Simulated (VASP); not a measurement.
A run of VASP 6.6.1:

File INCAR:

```
SYSTEM = Cs
PREC     = Accurate       ! precision mode
ENCUT    = 520            ! plane-wave cutoff, eV
EDIFF    = 1E-6           ! SCF threshold, eV
ISMEAR   = 0              ! smearing method
SIGMA    = 0.1            ! smearing width, eV
LREAL    = .FALSE.        ! projectors in reciprocal space
LASPH    = .TRUE.         ! aspherical terms in the spheres
NELM     = 60             ! most SCF steps
ALGO     = Normal         ! electronic algorithm
ISIF     = 2              ! what is computed and relaxed
LWAVE    = .FALSE.        ! write WAVECAR
LCHARG   = .FALSE.        ! write CHGCAR
GGA      = PE             ! functional
IVDW     = 12             ! dispersion correction
NBANDS   = 16             ! bands
```

Contents of KPOINTS:

```
Automatic mesh
0
G
  4 4 4
  0 0 0
```

Contents of POSCAR:

```
Cs
1.0
   -2.5538463026      2.5538463026      9.5960667852
    2.5538463026     -2.5538463026      9.5960667852
    2.5538463026      2.5538463026     -9.5960667852
Cs
2
Direct
    0.2500000000      0.7500000000      0.5000000000
    0.5000000000      0.5000000000      0.0000000000
```

Potentials or basis: VASP PAW PBE potentials, release 64 (Cs_sv).

The run is started by

```bash
$ cat potpaw_PBE.64/Cs_sv/POTCAR > POTCAR
$ mpirun -np 1 vasp_std > vasp.out
```

Hardware: 1 thread of AMD EPYC 7R13 Processor (Zen 3) (shared host).

How long does it take, and how much memory?

It took 5.2 min on 1 thread of AMD EPYC 7R13 Processor (Zen 3) (shared host), peak memory 0.78 GiB. Counts: scf iterations 10, k points 13.
